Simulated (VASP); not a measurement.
Gd:

```
CELL_PARAMETERS angstrom
-2.02500 2.02500 2.02500
2.02500 -2.02500 2.02500
2.02500 2.02500 -2.02500
ATOMIC_POSITIONS crystal
Gd 0.00000 0.00000 0.00000
```

Base run:

```yaml
Program: VASP 6.6.1
Functional: PBEsol
Potentials_or_basis: VASP PAW PBE potentials, release 64 (Gd)
Cutoff: 520 eV
k_mesh: 8 × 8 × 8
Occupations: fermi-dirac, width 0.05 eV
Spin: collinear spin, ferromagnetic start
Starting_moments: "[14.0] μB"
Fixed_moment: 14 μB
```

Its results: pressure 7.9 GPa; site moments Gd +11.14 μB.

Task: The run is repeated on the same cell with these changes: fixed moment from 14 μB to 5.2 μB; moments at the start from [14.0] to [5.2]. What comes out?

Result: Pressure 1.0 GPa; site moments Gd +6.16 μB.

Caveats: the PAW data sets were made with another functional, which shifts forces and pressure a little; the total moment is fixed, so each spin has its own Fermi level.
